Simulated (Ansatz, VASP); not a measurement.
## CrO2 in VASP and in Ansatz

```xyz
6
Lattice="4.4210 0.0000 0.0000 0.0000 4.4210 0.0000 0.0000 0.0000 2.9170" Properties=species:S:1:pos:R:3 pbc="T T T"
Cr    2.2105    2.2105    1.4585
Cr    0.0000    0.0000    0.0000
O     3.5412    0.8798    1.4585
O     3.0903    3.0903    0.0000
O     0.8798    3.5412    1.4585
O     1.3307    1.3307    0.0000
```

Alike in both runs: task single point; functional PBEsol; k mesh 6 × 6 × 9; occupations fermi-dirac, width 0.05 eV; collinear spin.

|  | VASP | Ansatz |
| --- | --- | --- |
| version | VASP 6.6.1 | Ansatz 0.2.0 |
| potentials or method | VASP PAW PBE potentials, release 64 (Cr_pv, O) | Ansatz PAW |
| plane-wave cutoff (eV) | 520 | 420 |
| valence electrons in the cell | 48 | 52 |

```tsv
	VASP	Ansatz	Ansatz less VASP
gap on the k mesh at the Fermi level (eV)	none	none	-
pressure (GPa)	-5.9	-6.4	-0.44
traceless stress, the component that is largest in VASP (GPa)	-1.51	-1.63	-0.118
rms of the force components (eV/Å)	0.155	0.161	+0.0064
net moment per atom (μB)	0.67	0.67	0.000
size of the moment on the site where the two differ most (μB)	2.08	1.71	-0.369
```

VASP's potentials were made for PBE, not for PBEsol. Site moments also hang on the region over which each program counts them. Atom by atom the forces differ by 0.006 eV/Å (rms over components). A gap of «none» marks a metal or a gap that the smearing closes. The functional is the same, so the differences come from potentials, cutoffs and numerics. VASP's potentials hold 48 valence electrons a cell and Ansatz's 52, so a difference there can come from the potentials and not from the codes.
